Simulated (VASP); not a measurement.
# As (R-3m) in VASP: notebook

Runs on As. Level: r2SCAN. Tasks: single point.

All numbers are computed with VASP 6.6.1; they aren't measurements. Logs are shortened: lines on timing, memory, paths and dates and some standing lists are left out, and cuts for length are marked.

## (1) The cell of the first run

Symmetry: R-3m, No. 166, trigonal system. Conventional cell: a = 3.590 Å, b = 3.590 Å, c = 15.163 Å, α = 90.00°, β = 90.00°, γ = 120.00°. As (site symmetry 3m) has 3 As at 2.48 Å within 3.3 Å.

## (2) Single point, r2SCAN

The input, POSCAR:

```
As
1.0
    1.7950784285      1.0363890139      5.0542643309
   -1.7950784285      1.0363890139      5.0542643309
    0.0000000000     -2.0727780278      5.0542643309
As
2
Direct
    0.7883402482      0.7883402482      0.7883402482
    0.2116597518      0.2116597518      0.2116597518
```

The input, INCAR.step1:

```
ALGO = Normal
EDIFF = 1E-4
ENCUT = 520
GGA = PE
ISMEAR = 0
LASPH = True
LCHARG = False
LREAL = False
LWAVE = True
NBANDS = 12
NELM = 80
PREC = Accurate
SIGMA = 0.3
```

The input, INCAR.step2:

```
ALGO = Normal
EDIFF = 1E-6
ENCUT = 520
ISIF = 2
ISMEAR = 0
ISTART = 1
LASPH = True
LCHARG = False
LMIXTAU = True
LREAL = False
LWAVE = False
METAGGA = R2SCAN
NBANDS = 12
NELM = 80
PREC = Accurate
SIGMA = 0.3
```

The input, KPOINTS:

```
k-points
0
Gamma
  10 10 10
```

Potentials or basis: VASP PAW PBE potentials, release 64 (As).

Launch:

```console
$ cat potpaw_PBE.64/As/POTCAR > POTCAR
$ cp INCAR.step1 INCAR
$ mpirun -np 1 vasp_std > vasp.out
$ cp INCAR.step2 INCAR
$ mpirun -np 1 vasp_std > vasp.out
```

OUTCAR:

```text
EDIFF = 1E-6
   ENCUT = 520
   ISIF = 2
   ISMEAR = 0
   ISTART = 1
   LASPH = True
   LREAL = False
   METAGGA = R2SCAN
   NELM = 80
   PREC = Accurate

 ion  position               nearest neighbor table
   1  0.788  0.788  0.788-   2 2.48   2 2.48   2 2.48
   2  0.212  0.212  0.212-   1 2.48   1 2.48   1 2.48

  LATTYP: Found a trigonal (rhomboedric) cell.
 ALAT       =     5.4627828695
 COS(alpha) =     0.7840421605

  Lattice vectors:

 A1 = (   1.7950784285,   1.0363890139,   5.0542643309)
 A2 = (  -1.7950784285,   1.0363890139,   5.0542643309)
 A3 = (   0.0000000000,  -2.0727780278,   5.0542643309)

Analysis of symmetry for initial positions (statically):
=====================================================================
 Subroutine PRICEL returns:
 Original cell was already a primitive cell.

 Routine SETGRP: Setting up the symmetry group for a
 trigonal (rhombohedral) supercell.

 Subroutine GETGRP returns: Found 12 space group operations
 (whereof 12 operations were pure point group operations)
 out of a pool of 12 trial point group operations.

The static configuration has the point symmetry D_3d.

Analysis of symmetry for dynamics (positions and initial velocities):
=====================================================================
 Subroutine PRICEL returns:
 Original cell was already a primitive cell.

 Routine SETGRP: Setting up the symmetry group for a
 trigonal (rhombohedral) supercell.

 Subroutine GETGRP returns: Found 12 space group operations
 (whereof 12 operations were pure point group operations)
 out of a pool of 12 trial point group operations.

The dynamic configuration has the point symmetry D_3d.

 Subroutine INISYM returns: Found 12 space group operations
 (whereof 12 operations are pure point group operations),
 and found     1 'primitive' translations

----------------------------------------------------------------------------------------

                                     Primitive cell

  volume of cell :      56.4177

  direct lattice vectors                    reciprocal lattice vectors
     1.795078429  1.036389014  5.054264331     0.278539362  0.160814776  0.065950910
    -1.795078429  1.036389014  5.054264331    -0.278539362  0.160814776  0.065950910
     0.000000000 -2.072778028  5.054264331     0.000000000 -0.321629551  0.065950910

  length of vectors
     5.462782869  5.462782869  5.462782869     0.328321627  0.328321627  0.328321627

  position of ions in fractional coordinates (direct lattice)
     0.788340248  0.788340248  0.788340248
[... 89 lines left out ...]
   NELECT =      10.0000    total number of electrons
   NUPDOWN=      -1.0000    fix difference up-down
   EMIN   =  10.00;   EMAX   =-10.00  energy-range for DOS
   EFERMI =   0.00;   METHOD = LEGACY
   ISMEAR =     0;   SIGMA  =   0.30  broadening in eV -4-tet -1-fermi 0-gaus
   EFERMI_NEDOS =   21; number of points for ismear=-14 and -15
   IALGO  =     38    algorithm
   IMIX   =      4    mixing-type and parameters
     AMIX     =   0.40;   BMIX     =  1.00
     AMIX_MAG =   1.60;   BMIX_MAG =  1.00
  volume/ion in A,a.u.               =      28.21       190.36
  Fermi-wavevector in a.u.,A,eV,Ry     =   0.919609  1.737808 11.506174  0.845680
  Thomas-Fermi vector in A             =   2.044822
   LORBIT       =      0    0 simple, 1 ext, 2 COOP (PROOUT), +10 PAW based schemes
   METAGGA = R2SCAN    functional components
   LHFCALC =     F    Hartree Fock is set to
   AEXX    =    0.0000 exact exchange contribution
   IVDW    =     0    specifies the selected vdW correction
   LEPSILON=     F    determine dielectric tensor
   LRPA    =     F    only Hartree local field effects (RPA)
 non-spin polarized calculation
 Gauss-broadening in eV      SIGMA  =   0.30
  energy-cutoff  :      520.00
  volume of cell :       56.42
 maximum number of plane-waves:      1543
 NGX is ok and might be reduce to    42
   NGX = 21   NGY = 21   NGZ = 21

 number of electron      10.0000000 magnetization

 Free energy of the ion-electron system (eV)
  ---------------------------------------------------
  ext. energy  EPLUGINS =         0.00000000
  ---------------------------------------------------
  free energy    TOTEN  =       -29.41871884 eV

  energy without entropy =      -29.41718712  energy(sigma->0) =      -29.41795298

 E-fermi :   2.9710     XC(G=0):  -8.8532

 val. band max:        2.7353983648   @ k =   0.5000   0.5000   0.5000
 cond. band min:       3.3408721493   @ k =   0.4000  -0.0000   0.0000
 fundamental gap:      0.6054737846
 Fermi energy:         2.9709636643

 k-point     1 :       0.0000    0.0000    0.0000
  band No.  band energies     occupation
      1     -12.4214      2.00000
      2      -5.1120      2.00000
      3       0.3506      2.00000
      4       1.7015      2.00000
      5       1.7015      2.00000
      6       4.5943      0.00000
      7       5.6372      0.00000
      8       5.6372      0.00000
      9      11.2406      0.00000
     10      12.2819      0.00000
     11      12.2819      0.00000
     12      12.7828      0.00000
[... 331 lines left out ...]
 k-point    24 :       0.4000    0.3000   -0.0000
  band No.  band energies     occupation
      1     -10.6471      2.00000
      2      -6.5119      2.00000
      3      -1.9676      2.00000
      4      -0.6467      2.00000
      5       0.7884      2.00000
      6       4.7234      0.00000
      7       6.2153      0.00000
      8       6.4256      0.00000
      9       9.7305      0.00000
     10      11.9954      0.00000
     11      12.9760      0.00000
     12      13.7399      0.00000

 [... further k-points ...]

------------------------ aborting loop because EDIFF is reached ----------------------------------------

  FORCE on cell =-STRESS in cart. coord.  units (eV):
  Direction    XX          YY          ZZ          XY          YZ          ZX
  --------------------------------------------------------------------------------------
  -------------------------------------------------------------------------------------
  Total        0.0279374      0.0279374      0.0801930      0.0000000      0.0000000      0.0000000
  in kB        0.7933810      0.7933810      2.2773610      0.0000000      0.0000000      0.0000000
  external PRESSURE =       1.2880410 kB  Pullay stress =       0.0000000 kB

 VOLUME and BASIS-vectors are now :
 -----------------------------------------------------------------------------
  energy-cutoff  :      520.00
  volume of cell :       56.42
      direct lattice vectors                 reciprocal lattice vectors
     1.795078429  1.036389014  5.054264331     0.278539362  0.160814776  0.065950910
    -1.795078429  1.036389014  5.054264331    -0.278539362  0.160814776  0.065950910
     0.000000000 -2.072778028  5.054264331     0.000000000 -0.321629551  0.065950910

 POSITION                                       TOTAL-FORCE (eV/Angst)
 -----------------------------------------------------------------------------------
      0.00000      0.00000     11.95344         0.000000     -0.000000     -0.058985
      0.00000      0.00000      3.20935         0.000000      0.000000      0.058985
 -----------------------------------------------------------------------------------
    total drift:                               -0.000000     -0.000000      0.000000

  FREE ENERGIE OF THE ION-ELECTRON SYSTEM (eV)
  ---------------------------------------------------
  free  energy   TOTEN  =       -29.4187188447 eV

  energy  without entropy=      -29.4171871182  energy(sigma->0) =      -29.41795298
```

Run time: 4.8 min. Hardware: 1 thread of Intel Xeon 6975P-C (Granite Rapids), shared host; peak memory 0.3 GiB.

What came out:

| Property | Result |
| --- | --- |
| Free energy | -29.4187 eV |
| Pressure | 0.1 GPa |
| Largest force | 0.059 eV/Å |
| Band gap on the k mesh | 0.61 eV (least direct gap 1.15 eV) |

Forces on the atoms (eV/Å):
```
As   0.000  0.000 -0.059
As   0.000  0.000  0.059
```

Stress tensor (GPa, compression positive):
```
0.08 0.00 0.00
0.00 0.08 0.00
0.00 0.00 0.23
```

Caveat: the PAW data sets were made with another functional, which shifts forces and pressure a little.

## (3) Single point, r2SCAN

POSCAR is that of step 2.

The input, INCAR.step1:

```
SYSTEM = As
PREC     = Accurate       ! precision mode
ENCUT    = 520            ! plane-wave cutoff, eV
ISMEAR   = 0              ! smearing method
SIGMA    = 0.6            ! smearing width, eV
LREAL    = .False.        ! projectors in reciprocal space
LASPH    = .True.         ! aspherical terms in the spheres
NELM     = 80             ! most SCF steps
NBANDS   = 12             ! bands
GGA      = PE             ! functional
ALGO     = Normal         ! electronic algorithm
EDIFF    = 1E-4           ! SCF threshold, eV
LWAVE    = .True.         ! write WAVECAR
LCHARG   = .False.        ! write CHGCAR
```

The input, INCAR.step2:

```
SYSTEM = As
PREC     = Accurate       ! precision mode
ENCUT    = 520            ! plane-wave cutoff, eV
EDIFF    = 1E-7           ! SCF threshold, eV
ISMEAR   = 0              ! smearing method
SIGMA    = 0.6            ! smearing width, eV
LREAL    = .False.        ! projectors in reciprocal space
LASPH    = .True.         ! aspherical terms in the spheres
NELM     = 80             ! most SCF steps
ALGO     = Normal         ! electronic algorithm
ISIF     = 2              ! what is computed and relaxed
LWAVE    = .False.        ! write WAVECAR
LCHARG   = .True.         ! write CHGCAR
METAGGA  = R2SCAN         ! meta-GGA
LMIXTAU  = .True.       
LELF     = .True.         ! ELF
LVHAR    = .True.       
NBANDS   = 12             ! bands
ISTART   = 1
```

The input, KPOINTS:

```
regular mesh
0
Gamma
  10 10 10
  0 0 0
```

Potentials or basis: VASP PAW PBE potentials, release 64 (As).

Launch:

```console
$ cat potpaw_PBE.64/As/POTCAR > POTCAR
$ cp INCAR.step1 INCAR
$ mpirun -np 1 vasp_std > vasp.out
$ cp INCAR.step2 INCAR
$ mpirun -np 1 vasp_std > vasp.out
```

OUTCAR:

```text
SYSTEM = As
   PREC = Accurate
   ENCUT = 520
   EDIFF = 1E-7
   ISMEAR = 0
   LREAL = .False.
   LASPH = .True.
   NELM = 80
   ISIF = 2
   METAGGA = R2SCAN
   ISTART = 1

 ion  position               nearest neighbor table
   1  0.788  0.788  0.788-   2 2.48   2 2.48   2 2.48
   2  0.212  0.212  0.212-   1 2.48   1 2.48   1 2.48

  LATTYP: Found a trigonal (rhomboedric) cell.
 ALAT       =     5.4627828695
 COS(alpha) =     0.7840421605

  Lattice vectors:

 A1 = (   1.7950784285,   1.0363890139,   5.0542643309)
 A2 = (  -1.7950784285,   1.0363890139,   5.0542643309)
 A3 = (   0.0000000000,  -2.0727780278,   5.0542643309)

Analysis of symmetry for initial positions (statically):
=====================================================================
 Subroutine PRICEL returns:
 Original cell was already a primitive cell.

 Routine SETGRP: Setting up the symmetry group for a
 trigonal (rhombohedral) supercell.

 Subroutine GETGRP returns: Found 12 space group operations
 (whereof 12 operations were pure point group operations)
 out of a pool of 12 trial point group operations.

The static configuration has the point symmetry D_3d.

[... 173 lines left out ...]
      4       1.7016      1.99647
      5       1.7016      1.99647
      6       4.5959      0.00009
      7       5.6368      0.00000
      8       5.6368      0.00000
      9      11.2336      0.00000
     10      12.2806      0.00000
     11      12.2806      0.00000
     12      12.7845      0.00000
[... 331 lines left out ...]
 k-point    24 :       0.4000    0.3000   -0.0000
  band No.  band energies     occupation
      1     -10.6472      2.00000
      2      -6.5142      2.00000
      3      -1.9697      2.00000
      4      -0.6465      2.00000
      5       0.7835      2.00000
      6       4.7217      0.00003
      7       6.2135      0.00000
      8       6.4233      0.00000
      9       9.7271      0.00000
     10      11.9896      0.00000
     11      12.9758      0.00000
     12      13.7350      0.00000

 [... further k-points ...]

------------------------ aborting loop because EDIFF is reached ----------------------------------------

  FORCE on cell =-STRESS in cart. coord.  units (eV):
  Direction    XX          YY          ZZ          XY          YZ          ZX
  --------------------------------------------------------------------------------------
  -------------------------------------------------------------------------------------
  Total        0.0562821      0.0562821     -0.0131936      0.0000000     -0.0000000      0.0000000
  in kB        1.5983271      1.5983271     -0.3746791      0.0000000     -0.0000000      0.0000000
  external PRESSURE =       0.9406584 kB  Pullay stress =       0.0000000 kB

 VOLUME and BASIS-vectors are now :
 -----------------------------------------------------------------------------
  energy-cutoff  :      520.00
  volume of cell :       56.42
      direct lattice vectors                 reciprocal lattice vectors
     1.795078429  1.036389014  5.054264331     0.278539362  0.160814776  0.065950910
    -1.795078429  1.036389014  5.054264331    -0.278539362  0.160814776  0.065950910
     0.000000000 -2.072778028  5.054264331     0.000000000 -0.321629551  0.065950910

 POSITION                                       TOTAL-FORCE (eV/Angst)
 -----------------------------------------------------------------------------------
      0.00000      0.00000     11.95344         0.000000     -0.000000     -0.037480
      0.00000      0.00000      3.20935         0.000000      0.000000      0.037480
 -----------------------------------------------------------------------------------
    total drift:                               -0.000000     -0.000000      0.000000

  FREE ENERGIE OF THE ION-ELECTRON SYSTEM (eV)
  ---------------------------------------------------
  free  energy   TOTEN  =       -29.4243739716 eV

  energy  without entropy=      -29.4020447611  energy(sigma->0) =      -29.41320937
```

OUTCAR.step1:

```text
SYSTEM = As
   PREC = Accurate
   ENCUT = 520
   ISMEAR = 0
   LREAL = .False.
   LASPH = .True.
[... 583 lines left out ...]
      0.00000      0.00000     11.95344         0.000000     -0.000000     -0.412408
      0.00000      0.00000      3.20935         0.000000      0.000000      0.412408
 -----------------------------------------------------------------------------------
    total drift:                               -0.000000     -0.000000      0.000000

  FREE ENERGIE OF THE ION-ELECTRON SYSTEM (eV)
  ---------------------------------------------------
  free  energy   TOTEN  =        -9.3280181466 eV

  energy  without entropy=       -9.2938598274  energy(sigma->0) =       -9.31093899
```

OSZICAR.step1:

```text
N       E                     dE             d eps       ncg     rms          rms(c)
DAV:   1     0.328228658024E+02    0.32823E+02   -0.40361E+03  2784   0.674E+02
DAV:   2    -0.727791271707E+01   -0.40101E+02   -0.37996E+02  3680   0.109E+02
DAV:   3    -0.936258855826E+01   -0.20847E+01   -0.20765E+01  3592   0.265E+01
DAV:   4    -0.937887898248E+01   -0.16290E-01   -0.16289E-01  3124   0.268E+00
DAV:   5    -0.937897157832E+01   -0.92596E-04   -0.92595E-04  3560   0.212E-01    0.339E+00
DAV:   6    -0.934407723578E+01    0.34894E-01   -0.15188E-02  3124   0.660E-01    0.202E+00
DAV:   7    -0.932739429343E+01    0.16683E-01   -0.31624E-02  3248   0.974E-01    0.111E-01
DAV:   8    -0.932790416728E+01   -0.50987E-03   -0.11633E-03  3048   0.180E-01    0.319E-02
DAV:   9    -0.932801051356E+01   -0.10635E-03   -0.95997E-05  3292   0.598E-02    0.200E-02
DAV:  10    -0.932801814660E+01   -0.76330E-05   -0.94978E-06  1744   0.181E-02
   1 F= -.93280181E+01 E0= -.93109390E+01  d E =-.341583E-01
```

Wall time 5.2 min (1 thread of Intel Xeon 6975P-C (Granite Rapids), shared host); peak memory 0.31 GiB.

What came out:

- Free energy: -29.4244 eV
- Pressure: 0.1 GPa
- Largest force: 0.037 eV/Å
- Band gap on the k mesh: 0.61 eV (least direct gap 1.16 eV)

Forces on the atoms (eV/Å):
```
As   0.000  0.000 -0.037
As   0.000  0.000  0.037
```

Caveat: the PAW data sets were made with another functional, which shifts forces and pressure a little.

## (4) Single point, r2SCAN

POSCAR is that of step 3.

The input, INCAR.step1:

```
SYSTEM = As
ALGO = Normal
EDIFF = 1E-4
ENCUT = 520
GGA = PE
ISMEAR = 0
LASPH = .True.
LCHARG = .False.
LREAL = .False.
LWAVE = .True.
NBANDS = 12
NELM = 60
PREC = Accurate
SIGMA = 1.0
```

The input, INCAR.step2:

```
SYSTEM = As
ALGO = Normal
EDIFF = 1E-6
ENCUT = 520
ISIF = 2
ISMEAR = 0
ISTART = 1
LASPH = .True.
LCHARG = .True.
LELF = .True.
LMIXTAU = .True.
LREAL = .False.
LVHAR = .True.
LWAVE = .False.
METAGGA = R2SCAN
NBANDS = 12
NELM = 60
PREC = Accurate
SIGMA = 1.0
```

The input, KPOINTS:

```
k-points
0
Gamma
  10 10 10
  0 0 0
```

Launch:

```console
$ cat potpaw_PBE.64/As/POTCAR > POTCAR
$ cp INCAR.step1 INCAR
$ mpirun -np 1 vasp_std > vasp.out
$ cp INCAR.step2 INCAR
$ mpirun -np 1 vasp_std > vasp.out
```

It took 4.8 min on 1 thread of Intel Xeon 6975P-C (Granite Rapids), shared host; peak memory 0.3 GiB.

The run converged. Its results:

| Quantity | Value |
| --- | --- |
| Free energy | -29.4575 eV |
| Pressure | 0.1 GPa |
| Largest force | 0.015 eV/Å |
| Band gap on the k mesh | 0.62 eV (least direct gap 1.17 eV) |

Forces on the atoms (eV/Å):
```
As   0.000  0.000 -0.015
As   0.000  0.000  0.015
```

Stress tensor (GPa, compression positive):
```
 0.34  0.00  0.00
 0.00  0.34  0.00
 0.00  0.00 -0.46
```

Levels at points of the mesh, in eV from the valence-band top:
| k point | band 3 | band 4 | band 5 | band 6 | band 7 | band 8 |
| --- | --- | --- | --- | --- | --- | --- |
| (0.00, 0.00, 0.00) | -2.38 | -1.01 | -1.01 | 1.88 | 2.92 | 2.92 |
| (0.50, 0.00, 0.00) | -4.26 | -2.95 | -2.02 | 0.97 | 1.71 | 3.72 |
| (0.50, 0.50, 0.00) | -4.60 | -3.03 | -2.93 | 1.69 | 3.77 | 4.30 |
| (0.50, 0.50, 0.50) | -0.99 | -0.99 | 0.00 | 1.17 | 2.76 | 2.76 |

Caveat: the PAW data sets were made with another functional, which shifts forces and pressure a little. A k mesh can miss the band edges.

## (5) Single point, r2SCAN

POSCAR is that of step 4.

The input, INCAR.step1:

```
ALGO = Normal
EDIFF = 1E-4
ENCUT = 520
GGA = PE
ISMEAR = 1
LASPH = T
LCHARG = F
LREAL = F
LWAVE = T
NBANDS = 12
NELM = 100
PREC = Accurate
SIGMA = 0.01
```

The input, INCAR.step2:

```
ALGO = Normal
EDIFF = 1E-7
ENCUT = 520
ISIF = 2
ISMEAR = 1
ISTART = 1
LASPH = T
LCHARG = F
LMIXTAU = T
LREAL = F
LWAVE = F
METAGGA = R2SCAN
NBANDS = 12
NELM = 100
PREC = Accurate
SIGMA = 0.01
```

The input, KPOINTS:

```
k-points
0
Gamma
  10 10 10
```

Launch:

```console
$ cat potpaw_PBE.64/As/POTCAR > POTCAR
$ cp INCAR.step1 INCAR
$ mpirun -np 1 vasp_std > vasp.out
$ cp INCAR.step2 INCAR
$ mpirun -np 1 vasp_std > vasp.out
```

Wall time 4.4 min (1 thread of Intel Xeon 6975P-C (Granite Rapids), shared host); peak memory 0.31 GiB.

Results (log left out):

| Quantity | Value |
| --- | --- |
| Free energy | -29.4185 eV |
| Pressure | 0.1 GPa |
| Largest force | 0.062 eV/Å |
| Band gap on the k mesh | 0.60 eV (least direct gap 1.15 eV) |

Forces in eV/Å, atoms in the order of the input:
```
As   0.000  0.000 -0.062
As   0.000  0.000  0.062
```

Stress tensor (GPa, compression positive):
```
0.07 0.00 0.00
0.00 0.07 0.00
0.00 0.00 0.28
```

Levels at points of the mesh, in eV from the valence-band top:
```csv
k point,band 3,band 4,band 5,band 6,band 7,band 8
"(0.00, 0.00, 0.00)",-2.38,-1.04,-1.04,1.86,2.90,2.90
"(0.50, 0.00, 0.00)",-4.27,-2.97,-2.03,0.95,1.71,3.71
"(0.50, 0.50, 0.00)",-4.61,-3.05,-2.94,1.67,3.76,4.29
"(0.50, 0.50, 0.50)",-1.02,-1.02,0.00,1.15,2.74,2.74
```

Caveat: the PAW data sets were made with another functional, which shifts forces and pressure a little.

## (6) The runs side by side

```tsv
smearing	gap on the mesh (eV)	pressure (GPa)	largest force (eV/Å)
gaussian 0.3 eV	0.61	0.1	0.06
gaussian 0.6 eV	0.61	0.1	0.04
gaussian 1 eV	0.62	0.1	0.02
methfessel-paxton 0.01 eV	0.60	0.1	0.06
```

Alike in all rows: task single point; level r2SCAN; potentials or basis VASP PAW PBE potentials, release 64 (As); no spin polarisation; cell as given; k mesh 10 × 10 × 10; cutoff (eV) 520.

Caveats: the PAW data sets were made with another functional, which shifts forces and pressure a little.

Absolute energies hang on the potentials; compare differences alone.
